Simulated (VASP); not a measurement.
# BN (P6_3/mmc) in VASP: G0W0 quasiparticle levels with PBE

Aim: the G0W0 quasiparticle levels of BN with PBE.

Everything below comes from runs of VASP 6.6.1. Logs are shortened: lines on timing, memory, paths and dates and some standing lists are left out, and cuts for length are marked.

## Step 1: The cell of the first run

The structure is hexagonal, space group P6_3/mmc (No. 194). The conventional cell has a = 2.504 Å, b = 2.504 Å, c = 6.661 Å, α = 90.00°, β = 90.00°, γ = 120.00°. B (site symmetry -6m2) has 3 N at 1.45 Å within 1.9 Å. Within 1.9 Å of N (site symmetry -6m2) lie 3 B at 1.45 Å.

## Step 2: G0W0 quasiparticle levels, PBE

Input file POSCAR:

```
BN
1.0
    2.5040000000      0.0000000000      0.0000000000
   -1.2520000000      2.1685276111      0.0000000000
    0.0000000000      0.0000000000      6.6610000000
B N
2 2
Direct
    0.3333333333      0.6666666667      0.2500000000
    0.6666666667      0.3333333333      0.7500000000
    0.6666666667      0.3333333333      0.2500000000
    0.3333333333      0.6666666667      0.7500000000
```

Input file INCAR.step1:

```
SYSTEM = BN
  PREC = Accurate
  ENCUT = 500
  EDIFF = 1E-8
  ISMEAR = 0
  SIGMA = 0.01
  LREAL = .FALSE.
  LASPH = .TRUE.
  NELM = 80
  ALGO = Normal
  LWAVE = .TRUE.
  LCHARG = .FALSE.
  GGA = PE
```

Input file INCAR.step2:

```
SYSTEM = BN
  PREC = Accurate
  ENCUT = 500
  EDIFF = 1E-8
  ISMEAR = 0
  SIGMA = 0.01
  LREAL = .FALSE.
  LASPH = .TRUE.
  NELM = 1
  ALGO = Exact
  LWAVE = .TRUE.
  LCHARG = .FALSE.
  GGA = PE
  NBANDS = 707
  LOPTICS = .TRUE.
  ISTART = 1
```

Input file INCAR.step3:

```
SYSTEM = BN
  PREC = Accurate
  ENCUT = 500
  EDIFF = 1E-8
  ISMEAR = 0
  SIGMA = 0.01
  LREAL = .FALSE.
  LASPH = .TRUE.
  ALGO = EVGW0
  LWAVE = .FALSE.
  LCHARG = .FALSE.
  GGA = PE
  NELMGW = 1
  NBANDS = 707
  ENCUTGW = 200
  NOMEGA = 96
  PRECFOCK = Fast
  ISTART = 1
  NBANDSGW = 16
  OMEGAMAX = 20
```

Input file KPOINTS:

```
Automatic mesh
0
G
  3 3 2
  0 0 0
```

Potentials or basis: VASP PAW PBE potentials, release 64 (B_GW, N_GW).

Launch:

```sh
cat potpaw_PBE.64/B_GW/POTCAR potpaw_PBE.64/N_GW/POTCAR > POTCAR
cp INCAR.step1 INCAR
mpirun -np 1 vasp_std > vasp.out
cp INCAR.step2 INCAR
mpirun -np 1 vasp_std > vasp.out
cp INCAR.step3 INCAR
mpirun -np 1 vasp_std > vasp.out
```

OUTCAR:

```text
SYSTEM = BN
   PREC = Accurate
   ENCUT = 500
   EDIFF = 1E-8
   ISMEAR = 0
   LREAL = .FALSE.
   LASPH = .TRUE.
   GGA = PE
   NELMGW = 1
   ENCUTGW = 200
   PRECFOCK = Fast
   ISTART = 1

 ion  position               nearest neighbor table
   1  0.333  0.667  0.250-   3 1.45   3 1.45   3 1.45
   2  0.667  0.333  0.750-   4 1.45   4 1.45   4 1.45
   3  0.667  0.333  0.250-   1 1.45   1 1.45   1 1.45
   4  0.333  0.667  0.750-   2 1.45   2 1.45   2 1.45

  LATTYP: Found a hexagonal cell.
 ALAT       =     2.5040000000
 C/A-ratio  =     2.6601437700

  Lattice vectors:

 A1 = (   2.5040000000,   0.0000000000,   0.0000000000)
 A2 = (  -1.2520000000,   2.1685276111,   0.0000000000)
 A3 = (   0.0000000000,   0.0000000000,   6.6610000000)

Analysis of symmetry for initial positions (statically):
=====================================================================
 Subroutine PRICEL returns:
 Original cell was already a primitive cell.

 Routine SETGRP: Setting up the symmetry group for a
 hexagonal supercell.

 Subroutine GETGRP returns: Found 24 space group operations
 (whereof 12 operations were pure point group operations)
 out of a pool of 24 trial point group operations.

The static configuration has the point symmetry D_3d.
 The point group associated with its full space group is D_6h.

Analysis of symmetry for dynamics (positions and initial velocities):
=====================================================================
 Subroutine PRICEL returns:
 Original cell was already a primitive cell.

 Routine SETGRP: Setting up the symmetry group for a
 hexagonal supercell.

 Subroutine GETGRP returns: Found 24 space group operations
 (whereof 12 operations were pure point group operations)
 out of a pool of 24 trial point group operations.

The dynamic configuration has the point symmetry D_3d.
 The point group associated with its full space group is D_6h.

 Subroutine INISYM returns: Found 24 space group operations
 (whereof 12 operations are pure point group operations),
 and found     1 'primitive' translations

[... 53 lines left out ...]
 Following reciprocal coordinates:
            Coordinates               Weight
  0.000000  0.000000  0.000000      1.000000
  0.333333  0.000000  0.000000      6.000000
  0.333333  0.333333  0.000000      2.000000
  0.000000  0.000000  0.500000      1.000000
  0.333333  0.000000  0.500000      6.000000
  0.333333  0.333333  0.500000      2.000000
   k-points           NKPTS =      6   k-points in BZ     NKDIM =     18   number of bands    NBANDS=    707
   number of dos      NEDOS =    301   number of ions     NIONS =      4
   total plane-waves  NPLWV =  16200
   dimension x,y,z NGX =    18 NGY =   18 NGZ =   50
   dimension x,y,z NGXF=    36 NGYF=   36 NGZF=  100
   ions per type =               2   2
   NGX,Y,Z   is equivalent  to a cutoff of  11.95, 11.95, 12.48 a.u.
   NGXF,Y,Z  is equivalent  to a cutoff of  23.90, 23.90, 24.96 a.u.
 SYSTEM =  BN
   PREC   = accura    normal or accurate (medium, high low for compatibility)
   ISTART =      1    job   : 0-new  1-cont  2-samecut
   ICHARG =      0    charge: 1-file 2-atom 10-const
   ISPIN  =      1    spin polarized calculation?
   LNONCOLLINEAR =      F non collinear calculations
   LSORBIT =      F    spin-orbit coupling
   LASPH  =      T    aspherical Exc in radial PAW
   ENCUT  =  500.0 eV  36.75 Ry    6.06 a.u.   4.57  4.57 12.14*2*pi/ulx,y,z
   NELM   =     60;   NELMIN=  2; NELMDL=  0     # of ELM steps
   EDIFF  = 0.1E-07   stopping-criterion for ELM
   LREAL  =      F    real-space projection
   EDIFFG = 0.1E-06   stopping-criterion for IOM
   NSW    =      0    number of steps for IOM
   IBRION =     -1    ionic relax: 0-MD 1-quasi-New 2-CG
   NFREE  =      0    steps in history (QN), initial steepest desc. (CG)
   ISIF   =      0    stress and relaxation
   ISYM   =      3    0-nonsym 1-usesym 2-fastsym
   POTIM  = 0.5000    time-step for ionic-motion
   TEBEG  =    0.0;   TEEND  =   0.0 temperature during run
   PSTRESS=    0.0 pullay stress
   NELECT =      16.0000    total number of electrons
   NUPDOWN=      -1.0000    fix difference up-down
   EMIN   =  10.00;   EMAX   =-10.00  energy-range for DOS
   EFERMI =   0.00;   METHOD = LEGACY
   ISMEAR =     0;   SIGMA  =   0.01  broadening in eV -4-tet -1-fermi 0-gaus
   EFERMI_NEDOS =   21; number of points for ismear=-14 and -15
   IALGO  =     38    algorithm
   IMIX   =      4    mixing-type and parameters
     AMIX     =   0.40;   BMIX     =  1.00
     AMIX_MAG =   1.60;   BMIX_MAG =  1.00
  volume/ion in A,a.u.               =       9.04        61.02
  Fermi-wavevector in a.u.,A,eV,Ry     =   1.247389  2.357223 21.170385  1.555979
  Thomas-Fermi vector in A             =   2.381523
   LORBIT       =      0    0 simple, 1 ext, 2 COOP (PROOUT), +10 PAW based schemes
   GGA     = PE    functional components
   LHFCALC =     T    Hartree Fock is set to
   PRECFOCK=fast      Normal, Fast or Accurate (Low or Medium for compatibility)
   ENCUT4O =  -1.0   cutoff for four orbital integrals eV
   NKREDX  =     1    reduce k-point grid by
   NKREDY  =     1    reduce k-point grid by
   NKREDZ  =     1    reduce k-point grid by
   AEXX    =    1.0000 exact exchange contribution
   HFSCREEN=    0.0000 screening length (either q_TF or 0.3 A-1)
   HFSCREENC=   0.0000 screening length for correlation (either q_TF or 0.3 A-1)
   ENCUTFOCK=  -1.0 apply spherical cutoff to Coloumb kernel
   IVDW    =     0    specifies the selected vdW correction
   LEPSILON=     F    determine dielectric tensor
   LRPA    =     F    only Hartree local field effects (RPA)
   LRPAFORCE           =     F    calculate RPA forces
   ENCUTGW             = 200.0    cutoff for response function in eV
   ENCUTGWSOFT         = 160.0    soft cutoff for Coulomb kernel in GW response function in eV
   ENCUTLF             =  -1.0    cutoff for local field effects
   NELMGW              =     1    number of iterations in solving QP/BSE equation
   NELMHF              =     1    number of iterations in the inner HF iteration
   NKREDLFX            =     1    NKREDLFY  =   1   NKREDLFZ  =   1
 non-spin polarized calculation
 Gauss-broadening in eV      SIGMA  =   0.01
  energy-cutoff  :      500.00
  volume of cell :       36.17
 maximum number of plane-waves:       924
 NGX is ok and might be reduce to    18
  NGX = 10; NGY = 10; NGZ = 28
   NGX =  9   NGY =  9   NGZ = 25
 maximum number of plane-waves:       237

 QP shifts <psi_nk| G(iteration)W_0 |psi_nk>: iteration 1
 for sc-GW calculations column KS-energies equals QP-energies in previous step
 and V_xc(KS)=  KS-energies - (<T + V_ion + V_H > + <T+V_H+V_ion>^1  + <V_x>^1)

 k-point   1 :       0.0000    0.0000    0.0000
  band No.  KS-energies  QP-energies   sigma(KS)   V_xc(KS)     V^pw_x(r,r')   Z            occupation Imag(sigma)

      1     -15.4823     -17.7710     -18.6972     -15.9351     -26.5911       0.8286       2.0000       1.4364
      2     -15.1936     -17.6011     -18.9442     -16.2642     -26.8461       0.8983       2.0000       1.3734
      3      -3.9002      -5.3205     -14.3160     -12.3229     -18.2175       0.7126       2.0000       0.1276
      4      -1.7963      -3.1165     -16.1305     -14.3701     -19.4300       0.7499       2.0000       0.0811
      5       0.9952      -0.4279     -19.9671     -18.1568     -22.9769       0.7861       2.0000       0.0691
      6       0.9952      -0.4279     -19.9671     -18.1568     -22.9769       0.7861       2.0000       0.0691
[... 95 lines left out ...]
      2     -11.6577     -13.5272     -20.1071     -17.6360     -27.1730       0.7566       2.0000       0.9617
      3      -5.5832      -7.1605     -17.7321     -15.5797     -21.9674       0.7328       2.0000       0.1108
      4      -5.5832      -7.1605     -17.7321     -15.5797     -21.9674       0.7328       2.0000       0.1108
      5      -4.8456      -6.6864     -18.3378     -15.8670     -22.4708       0.7450       2.0000       0.0916
      6      -4.8456      -6.6864     -18.3378     -15.8670     -22.4708       0.7450       2.0000       0.0916
[... 8 lines left out ...]
     15      19.9188      20.9108     -11.5795     -12.8008      -5.8478       0.8123       0.0000      -0.2335
     16      19.9188      20.9108     -11.5795     -12.8008      -5.8478       0.8123       0.0000      -0.2335
```

Run time: 4.5 min. Hardware: 1 thread of Intel Xeon 8259CL, shared host; peak memory 0.5 GiB.

What came out:

| Item | Value |
| --- | --- |
| Quasiparticle gap | 6.39 eV |
| Least direct quasiparticle gap | 6.47 eV |
| Band gap of the starting levels on the mesh | 4.62 eV |
| Least direct gap of the starting levels on the mesh | 4.62 eV |

Caveat: the k points lie up to 0.97 Å⁻¹ apart, too coarse for converged energies, forces and pressures; bands, screening cutoff and mesh are small and nothing is extrapolated, so the quasiparticle values aren't converged.
